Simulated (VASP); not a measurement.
Au:

```
CELL_PARAMETERS angstrom
2.74841 0.00000 0.00000
0.00000 2.74841 0.00000
0.00000 0.00000 2.74841
ATOMIC_POSITIONS crystal
Au 0.50000 0.50000 0.50000
```

| Item | Value |
| --- | --- |
| Program | VASP 6.6.1 |
| Task | relaxation of cell and atoms |
| Functional | PBEsol-based screened hybrid |
| Potentials or basis | VASP PAW PBE potentials, release 64 (Au) |
| Cutoff | 600 eV |
| k mesh | 5 × 5 × 5 |
| Occupations | fermi-dirac, width 0.05 eV |
| Spin | no spin polarisation |

At the start: pressure -5.3 GPa; volume 20.76 Å³/atom.

Task: Where does the relaxation end?

Result: Over 3 steps the energy falls by 17.2 meV/atom and the volume is 19.79 Å³/atom (-4.7 %); space group Pm-3m (No. 221, to 0.05 Å).

Step by step:
| step | energy change (eV) | largest force (eV/Å) | pressure (GPa) | volume (Å³) |
| --- | --- | --- | --- | --- |
| 1 | 0.0000 | 0.0000 | -5.35 | 20.76 |
| 2 | 0.0067 | 0.0000 | 7.88 | 18.75 |
| 3 | -0.0172 | 0.0000 | -0.08 | 19.79 |

Final structure:
```yaml
crystal:
  lattice:
    - [2.70491, 0.00000, 0.00000]
    - [0.00000, 2.70491, 0.00000]
    - [0.00000, 0.00000, 2.70491]
  atoms:
    - { symbol: Au, position: [0.50000, 0.50000, 0.50000] }
```

Caveat: the k points lie up to 0.46 Å⁻¹ apart in the final cell; the PAW data sets were made with another functional, which shifts forces and pressure a little.
